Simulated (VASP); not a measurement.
Input of a VASP 6.6.1 run:

File POSCAR:

```
SiC
1.0
    3.0755120098     -0.0000000029      0.0000000000
   -1.5377560024      2.6634715316      0.0000000000
    0.0000000000      0.0000000000      5.0486207000
Si C
2 2
Direct
    0.3333333333      0.6666666667      0.0046022700
    0.6666666667      0.3333333333      0.5046022700
    0.3333333333      0.6666666667      0.3803977300
    0.6666666667      0.3333333333      0.8803977300
```

Contents of INCAR.step1:

```
PREC     = Accurate       # precision mode
ENCUT    = 520            # plane-wave cutoff, eV
ISMEAR   = -1             # smearing method
SIGMA    = 0.02           # smearing width, eV
LREAL    = F              # projectors in reciprocal space
LASPH    = T              # aspherical terms in the spheres
NELM     = 60             # most SCF steps
NBANDS   = 16             # bands
GGA      = PE             # functional
ALGO     = Normal         # electronic algorithm
EDIFF    = 1E-4           # SCF threshold, eV
LWAVE    = T              # write WAVECAR
LCHARG   = F              # write CHGCAR
```

File INCAR.step2:

```
PREC     = Accurate       # precision mode
ENCUT    = 520            # plane-wave cutoff, eV
EDIFF    = 1E-6           # SCF threshold, eV
ISMEAR   = -1             # smearing method
SIGMA    = 0.02           # smearing width, eV
LREAL    = F              # projectors in reciprocal space
LASPH    = T              # aspherical terms in the spheres
NELM     = 60             # most SCF steps
ALGO     = Normal         # electronic algorithm
ISIF     = 2              # what is computed and relaxed
LWAVE    = F              # write WAVECAR
LCHARG   = F              # write CHGCAR
METAGGA  = R2SCAN         # meta-GGA
LMIXTAU  = T            
NBANDS   = 16             # bands
ISTART   = 1
```

Contents of KPOINTS:

```
regular mesh
0
Gamma
  12 12 6
```

Potentials or basis: VASP PAW PBE potentials, release 64 (Si, C).

Command:

```sh
$ cat potpaw_PBE.64/Si/POTCAR potpaw_PBE.64/C/POTCAR > POTCAR
$ cp INCAR.step1 INCAR
$ mpirun -np 1 vasp_std > vasp.out
$ cp INCAR.step2 INCAR
$ mpirun -np 1 vasp_std > vasp.out
```

Q: Predict the pressure.

A: -0.2 GPa.

Q: Predict the band gap on the k mesh.

A: 2.66 eV, indirect (least direct gap 4.48 eV).

Caveat: the PAW data sets were made with another functional, which shifts forces and pressure a little. A k mesh can miss the band edges.
